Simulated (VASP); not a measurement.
# ZrC (Fm-3m) in VASP: a series of runs

ZrC is run at these levels: PBE; tasks: single point.

Everything below comes from runs of VASP 6.6.1. Logs are shortened: lines on timing, memory, paths and dates and some standing lists are left out, and cuts for length are marked.

**1. The cell of the first run**

The structure is cubic, space group Fm-3m (No. 225). The conventional cell has a = 4.636 Å, b = 4.636 Å, c = 4.636 Å, α = 90.00°, β = 90.00°, γ = 90.00°. Zr (site symmetry m-3m) has 6 C at 2.32 Å within 3.1 Å. C (site symmetry m-3m) has 6 Zr at 2.32 Å within 3.1 Å.

**2. Single point, PBE (strained)**

INCAR

```
PREC = Accurate ; ENCUT = 520
EDIFF = 1E-6 ; ISMEAR = 0
SIGMA = 0.1 ; LREAL = False
LASPH = True ; NELM = 80
ALGO = Normal ; ISIF = 2
LWAVE = False ; LCHARG = True
GGA = PE ; LELF = True
LVHAR = True ; NBANDS = 15
```

KPOINTS

```
regular mesh
0
Gamma
  16 16 16
```

POSCAR

```
ZrC
1.0
    0.0000000000      2.3181061314      2.3181061314
    2.3181061314      0.0000000000      2.3181061314
    2.3181061314      2.3181061314      0.0000000000
Zr C
1 1
Direct
    0.5000000000      0.5000000000      0.5000000000
    0.0000000000      0.0000000000      0.0000000000
```

Potentials or basis: VASP PAW PBE potentials, release 64 (Zr_sv, C).

On the command line:

```sh
$ cat potpaw_PBE.64/Zr_sv/POTCAR potpaw_PBE.64/C/POTCAR > POTCAR
$ mpirun -np 1 vasp_std > vasp.out
```

OUTCAR:

```text
PREC = Accurate
   ENCUT = 520
   EDIFF = 1E-6
   ISMEAR = 0
   LREAL = False
   LASPH = True
   NELM = 80
   ISIF = 2
   GGA = PE

 ion  position               nearest neighbor table
   1  0.500  0.500  0.500-   2 2.32   2 2.32   2 2.32   2 2.32   2 2.32   2 2.32
   2  0.000  0.000  0.000-   1 2.32   1 2.32   1 2.32   1 2.32   1 2.32   1 2.32

  LATTYP: Found a face centered cubic cell.
 ALAT       =     4.6362122628

  Lattice vectors:

 A1 = (   0.0000000000,   2.3181061314,   2.3181061314)
 A2 = (   2.3181061314,   0.0000000000,   2.3181061314)
 A3 = (   2.3181061314,   2.3181061314,   0.0000000000)

Analysis of symmetry for initial positions (statically):
=====================================================================
 Subroutine PRICEL returns:
 Original cell was already a primitive cell.

 Routine SETGRP: Setting up the symmetry group for a
 face centered cubic supercell.

 Subroutine GETGRP returns: Found 48 space group operations
 (whereof 48 operations were pure point group operations)
 out of a pool of 48 trial point group operations.

The static configuration has the point symmetry O_h .

Analysis of symmetry for dynamics (positions and initial velocities):
=====================================================================
 Subroutine PRICEL returns:
 Original cell was already a primitive cell.

 Routine SETGRP: Setting up the symmetry group for a
 face centered cubic supercell.

 Subroutine GETGRP returns: Found 48 space group operations
 (whereof 48 operations were pure point group operations)
 out of a pool of 48 trial point group operations.

The dynamic configuration has the point symmetry O_h .

 Subroutine INISYM returns: Found 48 space group operations
 (whereof 48 operations are pure point group operations),
 and found     1 'primitive' translations

----------------------------------------------------------------------------------------

                                     Primitive cell

  volume of cell :      24.9132

  direct lattice vectors                    reciprocal lattice vectors
     0.000000000  2.318106131  2.318106131    -0.215693317  0.215693317  0.215693317
     2.318106131  0.000000000  2.318106131     0.215693317 -0.215693317  0.215693317
     2.318106131  2.318106131  0.000000000     0.215693317  0.215693317 -0.215693317

  length of vectors
     3.278297130  3.278297130  3.278297130     0.373591783  0.373591783  0.373591783

  position of ions in fractional coordinates (direct lattice)
     0.500000000  0.500000000  0.500000000
     0.000000000  0.000000000  0.000000000

  ion indices of the primitive-cell ions
   primitive index   ion index
                 1           1
                 2           2

----------------------------------------------------------------------------------------

 KPOINTS: regular mesh

Automatic generation of k-mesh.
 Grid dimensions read from file:
 generate k-points for:   16   16   16

 Generating k-lattice:

  Cartesian coordinates                     Fractional coordinates (reciprocal lattice)
    -0.013480832  0.013480832  0.013480832     0.062500000  0.000000000  0.000000000
     0.013480832 -0.013480832  0.013480832     0.000000000  0.062500000  0.000000000
     0.013480832  0.013480832 -0.013480832     0.000000000  0.000000000  0.062500000

  Length of vectors
     0.023349486  0.023349486  0.023349486

  Shift w.r.t. Gamma in fractional coordinates (k-lattice)
     0.000000000  0.000000000  0.000000000

 Subroutine IBZKPT returns following result:
 ===========================================

 Found    145 irreducible k-points:

 Following reciprocal coordinates:
            Coordinates               Weight
  0.000000  0.000000  0.000000      1.000000
  0.062500  0.000000  0.000000      8.000000
  0.125000  0.000000  0.000000      8.000000
  0.187500  0.000000  0.000000      8.000000
  0.250000  0.000000  0.000000      8.000000
  0.312500  0.000000  0.000000      8.000000
[... 16 lines left out ...]
 -0.125000  0.062500  0.000000     24.000000
 -0.062500  0.062500  0.000000     12.000000
 [... further k-points ...]
   k-points           NKPTS =    145   k-points in BZ     NKDIM =    145   number of bands    NBANDS=     15
   number of dos      NEDOS =    301   number of ions     NIONS =      2
   total plane-waves  NPLWV =  13824
   dimension x,y,z NGX =    24 NGY =   24 NGZ =   24
   dimension x,y,z NGXF=    48 NGYF=   48 NGZF=   48
   ions per type =               1   1
   NGX,Y,Z   is equivalent  to a cutoff of  12.17, 12.17, 12.17 a.u.
   NGXF,Y,Z  is equivalent  to a cutoff of  24.34, 24.34, 24.34 a.u.
 SYSTEM =  unknown system
   PREC   = accura    normal or accurate (medium, high low for compatibility)
   ISTART =      0    job   : 0-new  1-cont  2-samecut
   ICHARG =      2    charge: 1-file 2-atom 10-const
   ISPIN  =      1    spin polarized calculation?
   LNONCOLLINEAR =      F non collinear calculations
   LSORBIT =      F    spin-orbit coupling
   LASPH  =      T    aspherical Exc in radial PAW
   ENCUT  =  520.0 eV  38.22 Ry    6.18 a.u.   6.10  6.10  6.10*2*pi/ulx,y,z
   NELM   =     80;   NELMIN=  2; NELMDL= -5     # of ELM steps
   EDIFF  = 0.1E-05   stopping-criterion for ELM
   LREAL  =      F    real-space projection
   EDIFFG = 0.1E-04   stopping-criterion for IOM
   NSW    =      0    number of steps for IOM
   IBRION =     -1    ionic relax: 0-MD 1-quasi-New 2-CG
   NFREE  =      0    steps in history (QN), initial steepest desc. (CG)
   ISIF   =      2    stress and relaxation
   ISYM   =      2    0-nonsym 1-usesym 2-fastsym
   POTIM  = 0.5000    time-step for ionic-motion
   TEBEG  =    0.0;   TEEND  =   0.0 temperature during run
   PSTRESS=    0.0 pullay stress
   NELECT =      16.0000    total number of electrons
   NUPDOWN=      -1.0000    fix difference up-down
   EMIN   =  10.00;   EMAX   =-10.00  energy-range for DOS
   EFERMI =   0.00;   METHOD = LEGACY
   ISMEAR =     0;   SIGMA  =   0.10  broadening in eV -4-tet -1-fermi 0-gaus
   EFERMI_NEDOS =   21; number of points for ismear=-14 and -15
   IALGO  =     38    algorithm
   IMIX   =      4    mixing-type and parameters
     AMIX     =   0.40;   BMIX     =  1.00
     AMIX_MAG =   1.60;   BMIX_MAG =  1.00
  volume/ion in A,a.u.               =      12.46        84.06
  Fermi-wavevector in a.u.,A,eV,Ry     =   1.412445  2.669134 27.143630  1.995001
  Thomas-Fermi vector in A             =   2.534193
   LORBIT       =      0    0 simple, 1 ext, 2 COOP (PROOUT), +10 PAW based schemes
   GGA     = PE    functional components
   LHFCALC =     F    Hartree Fock is set to
   AEXX    =    0.0000 exact exchange contribution
   IVDW    =     0    specifies the selected vdW correction
   LEPSILON=     F    determine dielectric tensor
   LRPA    =     F    only Hartree local field effects (RPA)
 non-spin polarized calculation
 Gauss-broadening in eV      SIGMA  =   0.10
  energy-cutoff  :      520.00
  volume of cell :       24.91
 maximum number of plane-waves:       692
   NGX = 13   NGY = 13   NGZ = 13

 number of electron      16.0000000 magnetization

 Free energy of the ion-electron system (eV)
  ---------------------------------------------------
  ext. energy  EPLUGINS =         0.00000000
  ---------------------------------------------------
  free energy    TOTEN  =       -19.41915592 eV

  energy without entropy =      -19.41749179  energy(sigma->0) =      -19.41832386

 E-fermi :  10.0841     XC(G=0): -12.3387

 val. band max:       10.0611049667   @ k =   0.3750   0.3125   0.0000
 cond. band min:      10.1308541496   @ k =   0.4375   0.4375   0.0000
 fundamental gap:      0.0697491829
 Fermi energy:        10.0840987796

 k-point     1 :       0.0000    0.0000    0.0000
  band No.  band energies     occupation
      1     -37.8511      2.00000
      2     -15.5316      2.00000
      3     -15.5316      2.00000
      4     -15.5316      2.00000
      5      -1.3544      2.00000
      6      11.0394      0.00000
      7      11.0394      0.00000
      8      11.0394      0.00000
      9      11.2029      0.00000
     10      11.2029      0.00000
     11      11.2029      0.00000
     12      13.0283      0.00000
     13      13.0283      0.00000
     14      17.8830      0.00000
     15      20.6368      0.00000

 k-point     2 :       0.0625    0.0000    0.0000
  band No.  band energies     occupation
      1     -37.8465      2.00000
      2     -15.5728      2.00000
      3     -15.5350      2.00000
      4     -15.5350      2.00000
      5      -1.2588      2.00000
      6      10.2754      0.00682
      7      10.4777      0.00000
      8      10.4777      0.00000
      9      11.4264      0.00000
     10      11.4264      0.00000
     11      11.7626      0.00000
     12      13.5609      0.00000
     13      13.5609      0.00000
     14      18.0744      0.00000
     15      20.8972      0.00000

 k-point     3 :       0.1250    0.0000    0.0000
  band No.  band energies     occupation
      1     -37.8334      2.00000
      2     -15.6883      2.00000
      3     -15.5449      2.00000
      4     -15.5449      2.00000
      5      -0.9820      2.00000
      6       9.3022      2.00000
      7       9.6687      2.00000
      8       9.6687      2.00000
      9      11.7297      0.00000
     10      11.7297      0.00000
     11      12.2095      0.00000
     12      14.6402      0.00000
     13      14.6402      0.00000
     14      18.5727      0.00000
     15      21.6165      0.00000
[... 343 lines left out ...]
 k-point    23 :      -0.1250    0.0625    0.0000
  band No.  band energies     occupation
      1     -37.8237      2.00000
      2     -15.7548      2.00000
      3     -15.5816      2.00000
      4     -15.5390      2.00000
      5      -0.7821      2.00000
      6       8.7638      2.00000
      7       9.1252      2.00000
      8       9.4459      2.00000
      9      11.6189      0.00000
     10      12.2979      0.00000
     11      12.5862      0.00000
     12      14.4700      0.00000
     13      15.7672      0.00000
     14      18.9443      0.00000
     15      22.1185      0.00000

 k-point    24 :      -0.0625    0.0625    0.0000
  band No.  band energies     occupation
      1     -37.8390      2.00000
      2     -15.6294      2.00000
      3     -15.5573      2.00000
      4     -15.5332      2.00000
      5      -1.1044      2.00000
      6       9.6775      2.00000
      7       9.8829      1.99557
      8      10.0360      1.50372
      9      11.3527      0.00000
     10      12.0074      0.00000
     11      12.0787      0.00000
     12      13.6827      0.00000
     13      14.5684      0.00000
     14      18.3823      0.00000
     15      21.3095      0.00000

 [... further k-points ...]

------------------------ aborting loop because EDIFF is reached ----------------------------------------

  FORCE on cell =-STRESS in cart. coord.  units (eV):
  Direction    XX          YY          ZZ          XY          YZ          ZX
  --------------------------------------------------------------------------------------
  -------------------------------------------------------------------------------------
  Total        1.8071540      1.8071540      1.8071540      0.0000000      0.0000000     -0.0000000
  in kB      116.2186437    116.2186437    116.2186437      0.0000000      0.0000000     -0.0000000
  external PRESSURE =     116.2186437 kB  Pullay stress =       0.0000000 kB

 VOLUME and BASIS-vectors are now :
 -----------------------------------------------------------------------------
  energy-cutoff  :      520.00
  volume of cell :       24.91
      direct lattice vectors                 reciprocal lattice vectors
     0.000000000  2.318106131  2.318106131    -0.215693317  0.215693317  0.215693317
     2.318106131  0.000000000  2.318106131     0.215693317 -0.215693317  0.215693317
     2.318106131  2.318106131  0.000000000     0.215693317  0.215693317 -0.215693317

 POSITION                                       TOTAL-FORCE (eV/Angst)
 -----------------------------------------------------------------------------------
      2.31811      2.31811      2.31811         0.000000      0.000000      0.000000
      0.00000      0.00000      0.00000        -0.000000     -0.000000     -0.000000
 -----------------------------------------------------------------------------------
    total drift:                                0.000000     -0.000000      0.000000

  FREE ENERGIE OF THE ION-ELECTRON SYSTEM (eV)
  ---------------------------------------------------
  free  energy   TOTEN  =       -19.4191559229 eV

  energy  without entropy=      -19.4174917872  energy(sigma->0) =      -19.41832386
```

Wall time 25 s (1 thread of Intel Xeon 6975P-C, shared host); peak memory 0.18 GiB.

Results:

| Property | Result |
| --- | --- |
| Free energy | -19.4192 eV |
| Pressure | 11.6 GPa |
| Band gap on the k mesh | zero (band 8 reaches 11.04 eV, above the bottom of band 9 at 9.72 eV) |

Caveat: the cell differs from its parent crystal (strained).

**3. Single point, PBE (strained)**

Edit INCAR of step 2 so:

```diff
@@ -3,3 +3,3 @@
 SIGMA = 0.1 ; LREAL = False
-LASPH = True ; NELM = 80
+LASPH = True ; NELM = 100
 ALGO = Normal ; ISIF = 2
```

KPOINTS is that of step 2.

POSCAR

```
ZrC
1.0
    0.0000000000      2.3226185346      2.3226185346
    2.3226185346      0.0000000000      2.3226185346
    2.3226185346      2.3226185346      0.0000000000
Zr C
1 1
Direct
    0.5000000000      0.5000000000      0.5000000000
    0.0000000000      0.0000000000      0.0000000000
```

Potentials or basis: VASP PAW PBE potentials, release 64 (Zr_sv, C).

On the command line:

```sh
$ cat potpaw_PBE.64/Zr_sv/POTCAR potpaw_PBE.64/C/POTCAR > POTCAR
$ mpirun -np 1 vasp_std > vasp.out
```

Wall time 26 s (1 thread of Intel Xeon 6975P-C, shared host); peak memory 0.18 GiB.

It converged, with:

- Free energy: -19.4291 eV
- Pressure: 10.1 GPa
- Band gap on the k mesh: zero (band 8 reaches 10.97 eV, above the bottom of band 9 at 9.65 eV)

Levels at points of the mesh, in eV from the Fermi level:
```
           k point  band 6  band 7  band 8  band 9  band 10  band 11
(0.00, 0.00, 0.00)    0.95    0.95    0.95    1.12     1.12     1.12
(0.50, 0.00, 0.00)   -5.42   -3.04   -3.04    4.70     4.70     5.57
(0.50, 0.50, 0.00)   -1.99   -1.86    0.11    0.11     4.65     5.94
```

Caveat: the cell differs from its parent crystal (strained).

**4. Single point, PBE (strained)**

INCAR

```
ALGO     = Normal         # electronic algorithm
EDIFF    = 1E-7           # SCF threshold, eV
ENCUT    = 520            # plane-wave cutoff, eV
GGA      = PE             # functional
ISIF     = 2              # what is computed and relaxed
ISMEAR   = 0              # smearing method
LASPH    = True           # aspherical terms in the spheres
LCHARG   = True           # write CHGCAR
LELF     = True           # ELF
LREAL    = False          # projectors in reciprocal space
LVHAR    = True         
LWAVE    = False          # write WAVECAR
NBANDS   = 15             # bands
NELM     = 60             # most SCF steps
PREC     = Accurate       # precision mode
SIGMA    = 0.1            # smearing width, eV
```

KPOINTS

```
k-points
0
Gamma
  16 16 16
```

POSCAR

```
ZrC
1.0
    0.0000000000      2.3538763276      2.3538763276
    2.3538763276      0.0000000000      2.3538763276
    2.3538763276      2.3538763276      0.0000000000
Zr C
1 1
Direct
    0.5000000000      0.5000000000      0.5000000000
    0.0000000000      0.0000000000      0.0000000000
```

On the command line:

```sh
$ cat potpaw_PBE.64/Zr_sv/POTCAR potpaw_PBE.64/C/POTCAR > POTCAR
$ mpirun -np 1 vasp_std > vasp.out
```

It took 49 s on 1 thread of Intel Xeon 6975P-C, shared host; peak memory 0.2 GiB.

It converged, with:

| Item | Value |
| --- | --- |
| Free energy | -19.4621 eV |
| Pressure | 0.4 GPa |
| Band gap on the k mesh | zero (band 8 reaches 10.49 eV, above the bottom of band 9 at 9.19 eV) |

Levels at points of the mesh, in eV from the Fermi level:
```tsv
k point	band 4	band 5	band 6	band 7	band 8	band 9	band 10	band 11	band 12	band 13
(0.00, 0.00, 0.00)	-25.83	-11.28	0.94	0.94	0.94	1.10	1.10	1.10	2.81	2.81
(0.50, 0.00, 0.00)	-25.90	-8.23	-5.27	-2.91	-2.91	4.49	4.49	5.31	6.52	10.09
(0.50, 0.50, 0.00)	-26.10	-10.11	-2.06	-1.73	0.06	0.06	4.44	5.64	5.64	7.94
```

Caveat: the cell differs from its parent crystal (strained).

**5. The runs side by side**

```tsv
cell	gap on the mesh (eV)	pressure (GPa)
a = 3.278 Å, angles 60.0°, 2 atoms	none	11.6
a = 3.285 Å, angles 60.0°, 2 atoms	none	10.1
a = 3.329 Å, angles 60.0°, 2 atoms	none	0.4
```

Alike in all rows: task single point; level PBE; potentials or basis VASP PAW PBE potentials, release 64 (Zr_sv, C); no spin polarisation; k mesh 16 × 16 × 16; cutoff (eV) 520; smearing gaussian 0.1 eV.

Total energies depend on the potentials used, so only differences within one code and one set of settings carry meaning.
